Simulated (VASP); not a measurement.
# Ga2AsN (P4/mmm) in VASP: a series of runs

Ga2AsN is run at these levels: PBE; tasks: single point.

Program: VASP 6.6.1. These are calculated values, not measurements. Logs are shortened: lines on timing, memory, paths and dates and some standing lists are left out, and cuts for length are marked.

### 1 The cell of the first run

Symmetry: P4/mmm, No. 123, tetragonal system. The conventional cell has a = 3.693 Å, b = 3.693 Å, c = 5.223 Å, α = 90.00°, β = 90.00°, γ = 90.00°. Ga (site symmetry 4/mmm) has 2 N at 2.61 Å and 4 As at 2.61 Å within 3.4 Å. Within 3.4 Å of Ga (site symmetry 4/mmm) lie 2 As at 2.61 Å and 4 N at 2.61 Å. Within 3.4 Å of As (site symmetry 4/mmm) lie 6 Ga at 2.61 Å. Within 3.4 Å of N (site symmetry 4/mmm) lie 6 Ga at 2.61 Å.

### 2 Single point, PBE

File INCAR:

```
ALGO = Normal
EDIFF = 1E-6
ENCUT = 520
GGA = PE
ISIF = 2
ISMEAR = 0
LASPH = T
LCHARG = F
LREAL = F
LWAVE = F
NBANDS = 26
NELM = 80
PREC = Accurate
SIGMA = 0.1
```

File KPOINTS:

```
k-points
0
Gamma
  6 6 4
```

File POSCAR:

```
Ga2AsN
1.0
    3.6934368000      0.0000000000      0.0000000000
    0.0000000000      3.6934368000      0.0000000000
    0.0000000000      0.0000000000      5.2233084100
Ga As N
2 1 1
Direct
    0.0000000000      0.0000000000      0.5000000000
    0.5000000000      0.5000000000      0.0000000000
    0.5000000000      0.5000000000      0.5000000000
    0.0000000000      0.0000000000      0.0000000000
```

Potentials or basis: VASP PAW PBE potentials, release 64 (Ga_d, As, N).

Started as:

```bash
> cat potpaw_PBE.64/Ga_d/POTCAR potpaw_PBE.64/As/POTCAR potpaw_PBE.64/N/POTCAR > POTCAR
> mpirun -np 1 vasp_std > vasp.out
```

OUTCAR:

```text
EDIFF = 1E-6
   ENCUT = 520
   GGA = PE
   ISIF = 2
   ISMEAR = 0
   LASPH = T
   LREAL = F
   NELM = 80
   PREC = Accurate

 ion  position               nearest neighbor table
   1  0.000  0.000  0.500-   3 2.61   3 2.61   3 2.61   3 2.61
   2  0.500  0.500  0.000-   3 2.61   3 2.61
   3  0.500  0.500  0.500-   2 2.61   2 2.61   1 2.61   1 2.61   1 2.61   1 2.61
   4  0.000  0.000  0.000-

  LATTYP: Found a simple tetragonal cell.
 ALAT       =     3.6934368000
 C/A-ratio  =     1.4142135612

  Lattice vectors:

 A1 = (   3.6934368000,   0.0000000000,   0.0000000000)
 A2 = (   0.0000000000,   3.6934368000,   0.0000000000)
 A3 = (   0.0000000000,   0.0000000000,   5.2233084100)

Analysis of symmetry for initial positions (statically):
=====================================================================
 Subroutine PRICEL returns:
 Original cell was already a primitive cell.

 Routine SETGRP: Setting up the symmetry group for a
 simple tetragonal supercell.

 Subroutine GETGRP returns: Found 16 space group operations
 (whereof 16 operations were pure point group operations)
 out of a pool of 16 trial point group operations.

The static configuration has the point symmetry D_4h.

Analysis of symmetry for dynamics (positions and initial velocities):
=====================================================================
 Subroutine PRICEL returns:
 Original cell was already a primitive cell.

 Routine SETGRP: Setting up the symmetry group for a
 simple tetragonal supercell.

 Subroutine GETGRP returns: Found 16 space group operations
 (whereof 16 operations were pure point group operations)
 out of a pool of 16 trial point group operations.

The dynamic configuration has the point symmetry D_4h.

 Subroutine INISYM returns: Found 16 space group operations
 (whereof 16 operations are pure point group operations),
 and found     1 'primitive' translations

----------------------------------------------------------------------------------------

                                     Primitive cell

  volume of cell :      71.2536

  direct lattice vectors                    reciprocal lattice vectors
     3.693436800  0.000000000  0.000000000     0.270750538  0.000000000  0.000000000
     0.000000000  3.693436800  0.000000000     0.000000000  0.270750538  0.000000000
     0.000000000  0.000000000  5.223308410     0.000000000  0.000000000  0.191449541

  length of vectors
     3.693436800  3.693436800  5.223308410     0.270750538  0.270750538  0.191449541

  position of ions in fractional coordinates (direct lattice)
     0.000000000  0.000000000  0.500000000
     0.500000000  0.500000000  0.000000000
     0.500000000  0.500000000  0.500000000
     0.000000000  0.000000000  0.000000000

  ion indices of the primitive-cell ions
   primitive index   ion index
                 1           1
                 2           2
                 3           3
                 4           4

----------------------------------------------------------------------------------------

 KPOINTS: k-points

Automatic generation of k-mesh.
 Grid dimensions read from file:
 generate k-points for:    6    6    4

 Generating k-lattice:

  Cartesian coordinates                     Fractional coordinates (reciprocal lattice)
     0.045125090  0.000000000  0.000000000     0.166666667  0.000000000  0.000000000
     0.000000000  0.045125090  0.000000000     0.000000000  0.166666667  0.000000000
     0.000000000  0.000000000  0.047862385     0.000000000  0.000000000  0.250000000

  Length of vectors
     0.045125090  0.045125090  0.047862385

  Shift w.r.t. Gamma in fractional coordinates (k-lattice)
     0.000000000  0.000000000  0.000000000

 Subroutine IBZKPT returns following result:
 ===========================================

 Found     30 irreducible k-points:

 Following reciprocal coordinates:
            Coordinates               Weight
  0.000000  0.000000  0.000000      1.000000
  0.166667  0.000000  0.000000      4.000000
  0.333333  0.000000  0.000000      4.000000
  0.500000  0.000000  0.000000      2.000000
  0.166667  0.166667  0.000000      4.000000
  0.333333  0.166667  0.000000      8.000000
[... 16 lines left out ...]
  0.333333  0.000000  0.500000      4.000000
  0.500000  0.000000  0.500000      2.000000
 [... further k-points ...]
   k-points           NKPTS =     30   k-points in BZ     NKDIM =     30   number of bands    NBANDS=     26
   number of dos      NEDOS =    301   number of ions     NIONS =      4
   total plane-waves  NPLWV =  31360
   dimension x,y,z NGX =    28 NGY =   28 NGZ =   40
   dimension x,y,z NGXF=    56 NGYF=   56 NGZF=   80
   ions per type =               2   1   1
   NGX,Y,Z   is equivalent  to a cutoff of  12.60, 12.60, 12.73 a.u.
   NGXF,Y,Z  is equivalent  to a cutoff of  25.21, 25.21, 25.46 a.u.
 SYSTEM =  unknown system
   PREC   = accura    normal or accurate (medium, high low for compatibility)
   ISTART =      0    job   : 0-new  1-cont  2-samecut
   ICHARG =      2    charge: 1-file 2-atom 10-const
   ISPIN  =      1    spin polarized calculation?
   LNONCOLLINEAR =      F non collinear calculations
   LSORBIT =      F    spin-orbit coupling
   LASPH  =      T    aspherical Exc in radial PAW
   ENCUT  =  520.0 eV  38.22 Ry    6.18 a.u.   6.87  6.87  9.71*2*pi/ulx,y,z
   NELM   =     80;   NELMIN=  2; NELMDL= -5     # of ELM steps
   EDIFF  = 0.1E-05   stopping-criterion for ELM
   LREAL  =      F    real-space projection
   EDIFFG = 0.1E-04   stopping-criterion for IOM
   NSW    =      0    number of steps for IOM
   IBRION =     -1    ionic relax: 0-MD 1-quasi-New 2-CG
   NFREE  =      0    steps in history (QN), initial steepest desc. (CG)
   ISIF   =      2    stress and relaxation
   ISYM   =      2    0-nonsym 1-usesym 2-fastsym
   POTIM  = 0.5000    time-step for ionic-motion
   TEBEG  =    0.0;   TEEND  =   0.0 temperature during run
   PSTRESS=    0.0 pullay stress
   NELECT =      36.0000    total number of electrons
   NUPDOWN=      -1.0000    fix difference up-down
   EMIN   =  10.00;   EMAX   =-10.00  energy-range for DOS
   EFERMI =   0.00;   METHOD = LEGACY
   ISMEAR =     0;   SIGMA  =   0.10  broadening in eV -4-tet -1-fermi 0-gaus
   EFERMI_NEDOS =   21; number of points for ismear=-14 and -15
   IALGO  =     38    algorithm
   IMIX   =      4    mixing-type and parameters
     AMIX     =   0.40;   BMIX     =  1.00
     AMIX_MAG =   1.60;   BMIX_MAG =  1.00
  volume/ion in A,a.u.               =      17.81       120.21
  Fermi-wavevector in a.u.,A,eV,Ry     =   1.303887  2.463989 23.131559  1.700122
  Thomas-Fermi vector in A             =   2.434859
   LORBIT       =      0    0 simple, 1 ext, 2 COOP (PROOUT), +10 PAW based schemes
   GGA     = PE    functional components
   LHFCALC =     F    Hartree Fock is set to
   AEXX    =    0.0000 exact exchange contribution
   IVDW    =     0    specifies the selected vdW correction
   LEPSILON=     F    determine dielectric tensor
   LRPA    =     F    only Hartree local field effects (RPA)
 non-spin polarized calculation
 Gauss-broadening in eV      SIGMA  =   0.10
  energy-cutoff  :      520.00
  volume of cell :       71.25
 maximum number of plane-waves:      1964
 NGX is ok and might be reduce to    28
   NGX = 13   NGY = 13   NGZ = 19

 number of electron      35.9999982 magnetization

 Free energy of the ion-electron system (eV)
  ---------------------------------------------------
  ext. energy  EPLUGINS =         0.00000000
  ---------------------------------------------------
  free energy    TOTEN  =       -16.36561472 eV

  energy without entropy =      -16.35649031  energy(sigma->0) =      -16.36105251

 E-fermi :   4.0000     XC(G=0): -10.4538

 val. band max:        3.9415810771   @ k =   0.3333   0.1667   0.5000
 cond. band min:       4.0223062689   @ k =   0.1667   0.0000   0.2500
 fundamental gap:      0.0807251918
 Fermi energy:         4.0000172945

 k-point     1 :       0.0000    0.0000    0.0000
  band No.  band energies     occupation
      1     -10.7760      2.00000
      2     -10.6526      2.00000
      3     -10.6505      2.00000
      4     -10.5745      2.00000
      5     -10.5745      2.00000
      6     -10.5193      2.00000
[... 18 lines left out ...]
     25      13.1935      0.00000
     26      13.1935      0.00000

 k-point     2 :       0.1667    0.0000    0.0000
  band No.  band energies     occupation
      1     -10.7440      2.00000
      2     -10.6618      2.00000
      3     -10.6443      2.00000
      4     -10.5785      2.00000
      5     -10.5729      2.00000
      6     -10.5225      2.00000
[... 18 lines left out ...]
     25      12.3575      0.00000
     26      12.8942      0.00000

 k-point     3 :       0.3333    0.0000    0.0000
  band No.  band energies     occupation
      1     -10.6842      2.00000
      2     -10.6803      2.00000
      3     -10.6229      2.00000
      4     -10.5866      2.00000
      5     -10.5697      2.00000
      6     -10.5385      2.00000
[... 18 lines left out ...]
     25      11.0474      0.00000
     26      13.9336      0.00000

 k-point     4 :       0.5000    0.0000    0.0000
  band No.  band energies     occupation
      1     -10.6953      2.00000
      2     -10.6510      2.00000
      3     -10.5955      2.00000
      4     -10.5907      2.00000
      5     -10.5681      2.00000
      6     -10.5628      2.00000
[... 18 lines left out ...]
     25      10.4914      0.00000
     26      14.1119      0.00000

 k-point     5 :       0.1667    0.1667    0.0000
  band No.  band energies     occupation
      1     -10.7344      2.00000
      2     -10.6673      2.00000
      3     -10.6359      2.00000
      4     -10.5791      2.00000
      5     -10.5759      2.00000
      6     -10.5221      2.00000
[... 18 lines left out ...]
     25      11.3389      0.00000
     26      11.4977      0.00000

 k-point     6 :       0.3333    0.1667    0.0000
  band No.  band energies     occupation
      1     -10.7443      2.00000
      2     -10.6514      2.00000
      3     -10.6143      2.00000
      4     -10.5870      2.00000
      5     -10.5756      2.00000
      6     -10.5269      2.00000
[... 427 lines left out ...]
 k-point    21 :       0.0000    0.0000    0.5000
  band No.  band energies     occupation
      1     -10.6962      2.00000
      2     -10.6518      2.00000
      3     -10.6500      2.00000
      4     -10.5707      2.00000
      5     -10.5707      2.00000
      6     -10.5489      2.00000
[... 18 lines left out ...]
     25      11.0537      0.00000
     26      11.8687      0.00000

 k-point    22 :       0.1667    0.0000    0.5000
  band No.  band energies     occupation
      1     -10.6723      2.00000
      2     -10.6625      2.00000
      3     -10.6418      2.00000
      4     -10.5800      2.00000
      5     -10.5709      2.00000
      6     -10.5363      2.00000
[... 18 lines left out ...]
     25      11.1116      0.00000
     26      11.4239      0.00000

 k-point    23 :       0.3333    0.0000    0.5000
  band No.  band energies     occupation
      1     -10.6867      2.00000
      2     -10.6495      2.00000
      3     -10.6017      2.00000
      4     -10.5948      2.00000
      5     -10.5716      2.00000
      6     -10.5164      2.00000
[... 18 lines left out ...]
     25      10.0400      0.00000
     26      10.5121      0.00000

 k-point    24 :       0.5000    0.0000    0.5000
  band No.  band energies     occupation
      1     -10.6986      2.00000
      2     -10.6437      2.00000
      3     -10.6017      2.00000
      4     -10.5787      2.00000
      5     -10.5720      2.00000
      6     -10.5077      2.00000
[... 18 lines left out ...]
     25       9.2334      0.00000
     26       9.5009      0.00000

 [... further k-points ...]

------------------------ aborting loop because EDIFF is reached ----------------------------------------

  FORCE on cell =-STRESS in cart. coord.  units (eV):
  Direction    XX          YY          ZZ          XY          YZ          ZX
  --------------------------------------------------------------------------------------
  -------------------------------------------------------------------------------------
  Total       -4.5128242     -4.5128242     -4.5585540      0.0000000      0.0000000      0.0000000
  in kB     -101.4733476   -101.4733476   -102.5016064      0.0000000      0.0000000      0.0000000
  external PRESSURE =    -101.8161005 kB  Pullay stress =       0.0000000 kB

 VOLUME and BASIS-vectors are now :
 -----------------------------------------------------------------------------
  energy-cutoff  :      520.00
  volume of cell :       71.25
      direct lattice vectors                 reciprocal lattice vectors
     3.693436800  0.000000000  0.000000000     0.270750538  0.000000000  0.000000000
     0.000000000  3.693436800  0.000000000     0.000000000  0.270750538  0.000000000
     0.000000000  0.000000000  5.223308410     0.000000000  0.000000000  0.191449541

 POSITION                                       TOTAL-FORCE (eV/Angst)
 -----------------------------------------------------------------------------------
      0.00000      0.00000      2.61165         0.000000      0.000000      0.000000
      1.84672      1.84672      0.00000         0.000000      0.000000      0.000000
      1.84672      1.84672      2.61165         0.000000      0.000000      0.000000
      0.00000      0.00000      0.00000         0.000000      0.000000      0.000000
 -----------------------------------------------------------------------------------
    total drift:                                0.000000      0.000000     -0.000000

  FREE ENERGIE OF THE ION-ELECTRON SYSTEM (eV)
  ---------------------------------------------------
  free  energy   TOTEN  =       -16.3656147208 eV

  energy  without entropy=      -16.3564903089  energy(sigma->0) =      -16.36105251
```

It took 20 s on 1 thread of Intel Xeon 6975P-C (Granite Rapids), shared host; peak memory 0.2 GiB.

What came out:

```
Free energy            : -16.3656 eV
Pressure               : -10.2 GPa
Band gap on the k mesh : zero (band 18 reaches 4.49 eV, above the bottom of band 19 at 2.22 eV)
```

### 3 Single point, PBE

This run uses another cell than the first one, of 15.18 Å³/atom, 0.852 times its volume.

File INCAR:

```
  ALGO = Normal
  EDIFF = 1E-6
  ENCUT = 520
  GGA = PE
  ISIF = 2
  ISMEAR = 0
  LASPH = T
  LCHARG = F
  LREAL = F
  LWAVE = F
  NBANDS = 26
  NELM = 100
  PREC = Accurate
  SIGMA = 0.1
```

File KPOINTS:

```
k-points
0
Gamma
  14 14 10
```

File POSCAR:

```
Ga2AsN
1.0
    3.5131203641      0.0000000000      0.0000000000
    0.0000000000      3.5131203641      0.0000000000
    0.0000000000      0.0000000000      4.9208264618
Ga As N
2 1 1
Direct
    0.0000000000      0.0000000000      0.5000000000
    0.5000000000      0.5000000000      0.0000000000
    0.5000000000      0.5000000000      0.5000000000
    0.0000000000      0.0000000000      0.0000000000
```

Potentials or basis: VASP PAW PBE potentials, release 64 (Ga_d, As, N).

Started as:

```bash
> cat potpaw_PBE.64/Ga_d/POTCAR potpaw_PBE.64/As/POTCAR potpaw_PBE.64/N/POTCAR > POTCAR
> mpirun -np 1 vasp_std > vasp.out
```

Wall time 2.6 min (1 thread of Intel Xeon Platinum 8488C (Sapphire Rapids), shared host); peak memory 0.41 GiB.

The run converged. Its results:

```yaml
Free_energy: -16.7179 eV
Pressure: 0.4 GPa
Band_gap_on_the_k_mesh: zero (band 18 reaches 6.28 eV, above the bottom of band 19 at 3.43 eV)
```

Levels at points of the mesh, in eV from the Fermi level:
| k point | band 15 | band 16 | band 17 | band 18 | band 19 | band 20 | band 21 | band 22 |
| --- | --- | --- | --- | --- | --- | --- | --- | --- |
| (0.00, 0.00, 0.00) | -2.45 | -2.45 | -0.20 | -0.08 | -0.08 | 0.73 | 4.56 | 8.52 |
| (0.50, 0.00, 0.00) | -3.57 | -2.75 | -0.52 | 0.39 | 2.00 | 3.33 | 4.42 | 5.17 |
| (0.50, 0.50, 0.00) | -3.47 | -2.81 | -2.18 | -2.18 | -2.13 | -1.57 | 5.02 | 5.02 |
| (0.00, 0.00, 0.50) | -1.50 | -1.50 | -1.27 | -1.27 | 0.86 | 2.37 | 5.05 | 6.31 |
| (0.50, 0.00, 0.50) | -0.35 | -0.20 | 0.20 | 0.73 | 1.57 | 3.56 | 3.88 | 5.10 |
| (0.50, 0.50, 0.50) | -5.20 | -5.14 | -3.50 | -3.50 | 1.38 | 4.79 | 5.32 | 5.98 |
